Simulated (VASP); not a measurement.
# InSe (C2/m) in VASP: relaxation of shape and atoms at fixed volume with r2SCAN+D4

Aim: the relaxation of shape and atoms at fixed volume of InSe with r2SCAN+D4.

Everything below comes from runs of VASP 6.6.1. Logs are shortened: lines on timing, memory, paths and dates and some standing lists are left out, and cuts for length are marked.

## (1) The cell of the first run

The structure is monoclinic, space group C2/m (No. 12). Conventional cell: a = 11.753 Å, b = 4.130 Å, c = 4.955 Å, α = 90.00°, β = 109.94°, γ = 90.00°. In (site symmetry m) has 7 Se at 2.70 to 4.15 Å and 5 In at 2.82 to 4.13 Å within 4.2 Å. Within 3.7 Å of Se (site symmetry m) lie 3 In at 2.70 Å and 3 Se at 3.55 to 3.68 Å.

## (2) Relaxation of shape and atoms at fixed volume, r2SCAN+D4 (28.26 Å³/atom)

POSCAR

```
InSe
1.0
    5.8761522427     -2.0648666278     -0.0581372667
    5.8761522427      2.0648666278     -0.0581372667
   -1.6437754803      0.0000000000      4.6740879300
In Se
2 2
Direct
    0.8877407987      0.8877407987      0.0436414042
    0.1122592013      0.1122592013      0.9563585958
    0.6600714773      0.6600714773      0.6609070591
    0.3399285227      0.3399285227      0.3390929409
```

INCAR.step1

```
PREC = Accurate
ENCUT = 600
ISMEAR = 0
SIGMA = 0.05
LREAL = F
LASPH = T
NELM = 60
GGA = PE
ALGO = Normal
EDIFF = 1E-4
LWAVE = T
LCHARG = F
KPAR = 4
```

INCAR.step2

```
PREC = Accurate
ENCUT = 600
EDIFF = 1E-7
ISMEAR = 0
SIGMA = 0.05
LREAL = F
LASPH = T
NELM = 60
ALGO = Normal
ISIF = 4
LWAVE = F
LCHARG = F
METAGGA = R2SCAN
LMIXTAU = T
IVDW = 13
VDW_S6 = 1.0
VDW_S8 = 0.6018749
VDW_A1 = 0.51559235
VDW_A2 = 5.77342911
IBRION = 2
NSW = 60
EDIFFG = -0.01
ISTART = 1
KPAR = 4
```

KPOINTS

```
Automatic mesh
0
Gamma
  6 6 6
```

Potentials or basis: VASP PAW PBE potentials, release 64 (In_d, Se).

The run is started by

```sh
cat potpaw_PBE.64/In_d/POTCAR potpaw_PBE.64/Se/POTCAR > POTCAR
cp INCAR.step1 INCAR
mpirun -np 4 vasp_std > vasp.out
cp INCAR.step2 INCAR
mpirun -np 4 vasp_std > vasp.out
```

OUTCAR:

```text
PREC = Accurate
   ENCUT = 600
   EDIFF = 1E-7
   ISMEAR = 0
   LREAL = F
   LASPH = T
   NELM = 60
   ISIF = 4
   METAGGA = R2SCAN
   IVDW = 13
   IBRION = 2
   NSW = 60
   EDIFFG = -0.01
   ISTART = 1

 ion  position               nearest neighbor table
   1  0.888  0.888  0.044-   4 2.70   4 2.70   3 2.70   2 2.82   2 3.74   2 3.74
   2  0.112  0.112  0.956-   3 2.70   3 2.70   4 2.70   1 2.82   1 3.74   1 3.74
   3  0.660  0.660  0.661-   2 2.70   2 2.70   1 2.70
   4  0.340  0.340  0.339-   1 2.70   1 2.70   2 2.70

  LATTYP: Found a base centered monoclinic cell.
 ALAT       =    11.7528796678
 B/A-ratio  =     0.3513805444
 C/A-ratio  =     0.4215736527
 COS(beta)  =    -0.3410772785

  Lattice vectors:

 A1 = (   5.8761522427,  -2.0648666278,  -0.0581372667)
 A2 = (   5.8761522427,   2.0648666278,  -0.0581372667)
 A3 = (  -1.6437754803,   0.0000000000,   4.6740879300)

Analysis of symmetry for initial positions (statically):
=====================================================================
 Subroutine PRICEL returns:
 Original cell was already a primitive cell.

 Routine SETGRP: Setting up the symmetry group for a
 base centered monoclinic supercell.

 Subroutine GETGRP returns: Found  4 space group operations
 (whereof  4 operations were pure point group operations)
 out of a pool of  4 trial point group operations.

The static configuration has the point symmetry C_2h.

Analysis of symmetry for dynamics (positions and initial velocities):
=====================================================================
 Subroutine PRICEL returns:
 Original cell was already a primitive cell.

 Routine SETGRP: Setting up the symmetry group for a
 base centered monoclinic supercell.

 Subroutine GETGRP returns: Found  4 space group operations
 (whereof  4 operations were pure point group operations)
 out of a pool of  4 trial point group operations.

The dynamic configuration has the point symmetry C_2h.

 Subroutine INISYM returns: Found  4 space group operations
 (whereof  4 operations are pure point group operations),
 and found     1 'primitive' translations

----------------------------------------------------------------------------------------

                                     Primitive cell

  volume of cell :     113.0312

  direct lattice vectors                    reciprocal lattice vectors
     5.876152243 -2.064866628 -0.058137267     0.085386791 -0.242146390  0.030028685
     5.876152243  2.064866628 -0.058137267     0.085386791  0.242146390  0.030028685
    -1.643775480  0.000000000  4.674087930     0.002124117  0.000000000  0.214692489

  length of vectors
     6.228661117  6.228661117  4.954704412     0.258510155  0.258510155  0.214702996

  position of ions in fractional coordinates (direct lattice)
     0.887740799  0.887740799  0.043641404
     0.112259201  0.112259201  0.956358596
     0.660071477  0.660071477  0.660907059
     0.339928523  0.339928523  0.339092941

  ion indices of the primitive-cell ions
   primitive index   ion index
                 1           1
                 2           2
                 3           3
                 4           4

----------------------------------------------------------------------------------------

 KPOINTS: Automatic mesh

Automatic generation of k-mesh.
 Grid dimensions read from file:
 generate k-points for:    6    6    6

 Generating k-lattice:

  Cartesian coordinates                     Fractional coordinates (reciprocal lattice)
     0.014231132 -0.040357732  0.005004781     0.166666667 -0.000000000 -0.000000000
     0.014231132  0.040357732  0.005004781    -0.000000000  0.166666667 -0.000000000
     0.000354019  0.000000000  0.035782081     0.000000000  0.000000000  0.166666667

  Length of vectors
     0.043085026  0.043085026  0.035783833

  Shift w.r.t. Gamma in fractional coordinates (k-lattice)
     0.000000000  0.000000000  0.000000000

 Subroutine IBZKPT returns following result:
 ===========================================

 Found     68 irreducible k-points:

 Following reciprocal coordinates:
            Coordinates               Weight
  0.000000  0.000000  0.000000      1.000000
  0.166667 -0.000000  0.000000      4.000000
  0.333333  0.000000  0.000000      4.000000
  0.500000  0.000000 -0.000000      2.000000
  0.166667  0.166667  0.000000      2.000000
  0.333333  0.166667 -0.000000      4.000000
[... 16 lines left out ...]
 -0.333333  0.166667  0.166667      4.000000
 -0.166667  0.166667  0.166667      4.000000
 [... further k-points ...]
   k-points           NKPTS =     68   k-points in BZ     NKDIM =     68   number of bands    NBANDS=     23
   number of dos      NEDOS =    301   number of ions     NIONS =      4
   total plane-waves  NPLWV = 100000
   dimension x,y,z NGX =    50 NGY =   50 NGZ =   40
   dimension x,y,z NGXF=   100 NGYF=  100 NGZF=   80
   ions per type =               2   2
   NGX,Y,Z   is equivalent  to a cutoff of  13.35, 13.35, 13.42 a.u.
   NGXF,Y,Z  is equivalent  to a cutoff of  26.69, 26.69, 26.84 a.u.
 SYSTEM =  unknown system
   PREC   = accura    normal or accurate (medium, high low for compatibility)
   ISTART =      1    job   : 0-new  1-cont  2-samecut
   ICHARG =      0    charge: 1-file 2-atom 10-const
   ISPIN  =      1    spin polarized calculation?
   LNONCOLLINEAR =      F non collinear calculations
   LSORBIT =      F    spin-orbit coupling
   LASPH  =      T    aspherical Exc in radial PAW
   ENCUT  =  600.0 eV  44.10 Ry    6.64 a.u.  12.44 12.44  9.90*2*pi/ulx,y,z
   NELM   =     60;   NELMIN=  2; NELMDL=  0     # of ELM steps
   EDIFF  = 0.1E-06   stopping-criterion for ELM
   LREAL  =      F    real-space projection
   EDIFFG = -.1E-01   stopping-criterion for IOM
   NSW    =     60    number of steps for IOM
   IBRION =      2    ionic relax: 0-MD 1-quasi-New 2-CG
   NFREE  =      1    steps in history (QN), initial steepest desc. (CG)
   ISIF   =      4    stress and relaxation
   ISYM   =      2    0-nonsym 1-usesym 2-fastsym
   POTIM  = 0.5000    time-step for ionic-motion
   TEBEG  =    0.0;   TEEND  =   0.0 temperature during run
   PSTRESS=    0.0 pullay stress
   NELECT =      38.0000    total number of electrons
   NUPDOWN=      -1.0000    fix difference up-down
   EMIN   =  10.00;   EMAX   =-10.00  energy-range for DOS
   EFERMI =   0.00;   METHOD = LEGACY
   ISMEAR =     0;   SIGMA  =   0.05  broadening in eV -4-tet -1-fermi 0-gaus
   EFERMI_NEDOS =   21; number of points for ismear=-14 and -15
   IALGO  =     38    algorithm
   IMIX   =      4    mixing-type and parameters
     AMIX     =   0.40;   BMIX     =  1.00
     AMIX_MAG =   1.60;   BMIX_MAG =  1.00
  volume/ion in A,a.u.               =      28.26       190.69
  Fermi-wavevector in a.u.,A,eV,Ry     =   1.138335  2.151141 17.630509  1.295806
  Thomas-Fermi vector in A             =   2.275039
   LORBIT       =      0    0 simple, 1 ext, 2 COOP (PROOUT), +10 PAW based schemes
   METAGGA = R2SCAN    functional components
   LHFCALC =     F    Hartree Fock is set to
   AEXX    =    0.0000 exact exchange contribution
   IVDW    =    13    specifies the selected vdW correction
   LEPSILON=     F    determine dielectric tensor
   LRPA    =     F    only Hartree local field effects (RPA)
 conjugate gradient relaxation of ions
 non-spin polarized calculation
 Gauss-broadening in eV      SIGMA  =   0.05
  energy-cutoff  :      600.00
  volume of cell :      113.03
 maximum number of plane-waves:      3791
 NGX is ok and might be reduce to    50
   NGX = 25   NGY = 25   NGZ = 19

--------------------------------------- Ionic step        1  -------------------------------------------

 number of electron      38.0000000 magnetization

 Free energy of the ion-electron system (eV)
  ---------------------------------------------------
  ext. energy  EPLUGINS =         0.00000000
  ---------------------------------------------------
  free energy    TOTEN  =       -76.35501586 eV

  energy without entropy =      -76.35501586  energy(sigma->0) =      -76.35501586

------------------------ aborting loop because EDIFF is reached ----------------------------------------

  DFT-D4 for vdW energy calculation

  Edisp (eV):   -0.46125

  FORCE on cell =-STRESS in cart. coord.  units (eV):
  Direction    XX          YY          ZZ          XY          YZ          ZX
  --------------------------------------------------------------------------------------
  -------------------------------------------------------------------------------------
  Total      -0.99683    -0.87329    -0.77398     0.00000     0.00000    -0.03569
  in kB     -14.12974   -12.37864   -10.97083     0.00000     0.00000    -0.50594
  external pressure =      -12.49 kB  Pullay stress =        0.00 kB
[... 103 lines left out ...]
  FREE ENERGIE OF THE ION-ELECTRON SYSTEM (eV)
  ---------------------------------------------------
  free  energy   TOTEN  =       -76.8189003221 eV

  energy  without entropy=      -76.8189003221  energy(sigma->0) =      -76.81890032

[... ionic steps 4 to 10 ...]

--------------------------------------- Ionic step       11  -------------------------------------------

 number of electron      37.9999996 magnetization

------------------------ aborting loop because EDIFF is reached ----------------------------------------

  DFT-D4 for vdW energy calculation

  Edisp (eV):   -0.46137
[... 73 lines left out ...]
  energy  without entropy=      -76.8210516453  energy(sigma->0) =      -76.82105165

--------------------------------------- Ionic step       13  -------------------------------------------

 number of electron      37.9999999 magnetization

 Free energy of the ion-electron system (eV)
  ---------------------------------------------------
  ext. energy  EPLUGINS =         0.00000000
  ---------------------------------------------------
  free energy    TOTEN  =       -76.35971509 eV

  energy without entropy =      -76.35971509  energy(sigma->0) =      -76.35971509

 E-fermi :   4.0644     XC(G=0):  -9.6529

 val. band max:        3.7915358188   @ k =  -0.3333  -0.3333   0.3333
 cond. band min:       5.2844065454   @ k =   0.0000   0.0000   0.5000
 fundamental gap:      1.4928707266
 Fermi energy:         4.0644263038

 k-point     1 :       0.0000    0.0000    0.0000
  band No.  band energies     occupation
      1     -11.2134      2.00000
      2     -11.0775      2.00000
      3     -10.8909      2.00000
      4     -10.8548      2.00000
      5     -10.8161      2.00000
      6     -10.8090      2.00000
[... 613 lines left out ...]
     22       7.7242      0.00000
     23       8.6989      0.00000

 [... further k-points ...]

------------------------ aborting loop because EDIFF is reached ----------------------------------------

  DFT-D4 for vdW energy calculation

  Edisp (eV):   -0.46137

  FORCE on cell =-STRESS in cart. coord.  units (eV):
  Direction    XX          YY          ZZ          XY          YZ          ZX
  --------------------------------------------------------------------------------------
  -------------------------------------------------------------------------------------
  Total      -0.37421    -0.34071    -0.37535     0.00000     0.00000    -0.00484
  in kB      -5.30427    -4.82945    -5.32052     0.00000     0.00000    -0.06858
  external pressure =       -5.15 kB  Pullay stress =        0.00 kB
[... 19 lines left out ...]
  FREE ENERGIE OF THE ION-ELECTRON SYSTEM (eV)
  ---------------------------------------------------
  free  energy   TOTEN  =       -76.8210847905 eV

  energy  without entropy=      -76.8210847905  energy(sigma->0) =      -76.82108479

 reached required accuracy - stopping structural energy minimisation
```

Wall time 61 min (4 MPI ranks of Oxide Virtual Turin-like, shared host); peak memory 0.47 GiB.

What came out:

- Free energy: -76.8211 eV
- Energy gained by relaxing: 1.2 meV/atom
- Ionic steps: 13
- Pressure after relaxing: -0.5 GPa
- Largest force after relaxing: 0.009 eV/Å
- Band gap on the k mesh: 1.49 eV (least direct gap 1.80 eV)
- Dispersion energy per atom: -0.115 eV

Forces in eV/Å, atoms in the order of the input:
```
In   0.003  0.000  0.002
In  -0.003  0.000 -0.002
Se   0.007  0.000  0.006
Se  -0.007  0.000 -0.006
```

The path:
```csv
step,energy change (eV),largest force (eV/Å),pressure (GPa),volume (Å³)
1,0.0000,0.1336,-1.25,113.03
2,-0.0020,0.0741,-1.05,113.03
3,-0.0026,0.0703,-0.87,113.03
4,-0.0039,0.0282,-0.73,113.03
5,-0.0041,0.0219,-0.65,113.03
6,-0.0044,0.0090,-0.60,113.03
7,-0.0046,0.0157,-0.54,113.03
8,-0.0046,0.0207,-0.50,113.03
9,-0.0047,0.0117,-0.50,113.03
10,-0.0047,0.0112,-0.50,113.03
11,-0.0048,0.0115,-0.51,113.03
12,-0.0048,0.0120,-0.52,113.03
13,-0.0048,0.0090,-0.52,113.03
```

Final structure:
```yaml
crystal:
  lattice:
    - [5.82600, -2.05183, -0.07424]
    - [5.82600, 2.05183, -0.07424]
    - [-1.64203, 0.00000, 4.74870]
  atoms:
    - { symbol: In, position: [0.88796, 0.88796, 0.04609] }
    - { symbol: In, position: [0.11204, 0.11204, 0.95391] }
    - { symbol: Se, position: [0.66092, 0.66092, 0.66570] }
    - { symbol: Se, position: [0.33908, 0.33908, 0.33430] }
```

Levels at points of the mesh, in eV from the valence-band top:
| k point | band 17 | band 18 | band 19 | band 20 | band 21 | band 22 |
| --- | --- | --- | --- | --- | --- | --- |
| (0.00, 0.00, 0.00) | -2.06 | -1.41 | -1.18 | 3.08 | 3.37 | 4.15 |
| (0.50, 0.00, 0.00) | -1.85 | -1.56 | -1.21 | 2.00 | 2.81 | 4.03 |
| (0.50, 0.50, 0.00) | -1.22 | -0.73 | -0.05 | 1.85 | 3.07 | 3.79 |
| (0.00, 0.00, 0.50) | -1.46 | -1.13 | -0.35 | 1.49 | 2.46 | 4.10 |
| (0.50, 0.00, 0.50) | -2.20 | -2.15 | -1.35 | 2.80 | 3.75 | 4.04 |
| (0.50, 0.50, 0.50) | -1.36 | -0.75 | -0.48 | 2.54 | 3.50 | 3.81 |

Caveat: the PAW data sets were made with another functional, which shifts forces and pressure a little; spin-orbit coupling is left out, which moves the levels of the heavy elements.
